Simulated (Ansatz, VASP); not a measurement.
**Cu: VASP beside Ansatz**

File POSCAR:

```
Cu
1.0
    2.6354605366      0.0000000000      0.0000000000
   -1.3177302683      2.2823757754      0.0000000000
    0.0000000000      0.0000000000      4.4415766800
Cu
2
Direct
    0.3333333333      0.6666666667      0.2500000000
    0.6666666667      0.3333333333      0.7500000000
```

Contents of INCAR.step1:

```
SYSTEM = Cu
PREC = Accurate ; ENCUT = 520
ISMEAR = 0 ; SIGMA = 0.15
LREAL = .FALSE. ; LASPH = .TRUE.
NELM = 80 ; NBANDS = 18
GGA = PE ; ALGO = Normal
EDIFF = 1E-4 ; LWAVE = .TRUE.
LCHARG = .FALSE.
```

INCAR.step2

```
SYSTEM = Cu
PREC = Accurate ; ENCUT = 520
EDIFF = 1E-7 ; ISMEAR = 0
SIGMA = 0.15 ; LREAL = .FALSE.
LASPH = .TRUE. ; NELM = 80
ALGO = Normal ; ISIF = 2
LWAVE = .FALSE. ; LCHARG = .FALSE.
METAGGA = R2SCAN ; LMIXTAU = .TRUE.
NBANDS = 18 ; ISTART = 1
```

The input KPOINTS:

```
Automatic mesh
0
G
  24 24 12
  0 0 0
```

Input for Ansatz:

```yaml
crystal:
  lattice:
    - [2.6354605366, 0.0, 0.0]
    - [-1.3177302683, 2.2823757754, 0.0]
    - [0.0, 0.0, 4.44157668]
  atoms:
    - { symbol: Cu, position: [0.3333333333, 0.6666666667, 0.25] }
    - { symbol: Cu, position: [0.6666666667, 0.3333333333, 0.75] }
basis:
  ecutwfc: 500
kpoints:
  mp_grid: { grid: [24, 24, 12] }
hamiltonian:
  xc: r2scan
scf:
  occupations: { method: gaussian, width: 0.15 }
output:
  forces: true
  stress: true
  eigenvalues: true
```

Change from the starting cell: strain +0.040 along x and y, +0.080 along z, atoms carried along.

Alike in both runs: task single point; functional r2SCAN; k mesh 24 × 24 × 12; occupations gaussian, width 0.15 eV; no spin polarisation.

|  | VASP | Ansatz |
| --- | --- | --- |
| version | VASP 6.6.1 | Ansatz 0.2.0 |
| potentials or method | VASP PAW PBE potentials, release 64 (Cu), cutoff 520 eV | scalar-relativistic, plane waves, PAW |
| valence electrons in the cell | 22 | 38 |

|  | VASP | Ansatz | Ansatz less VASP |
| --- | --- | --- | --- |
| gap on the k mesh at the Fermi level (eV) | none | none | - |
| pressure (GPa) | -16.2 | -16.7 | -0.47 |
| traceless stress, the component that is largest in VASP (GPa) | -1.70 | -1.75 | -0.045 |

VASP's potentials were made for PBE, not for r2SCAN. A gap of «none» marks a metal or a gap that the smearing closes. VASP's potentials hold 22 valence electrons a cell and Ansatz's 38, so a difference there can come from the potentials and not from the codes.
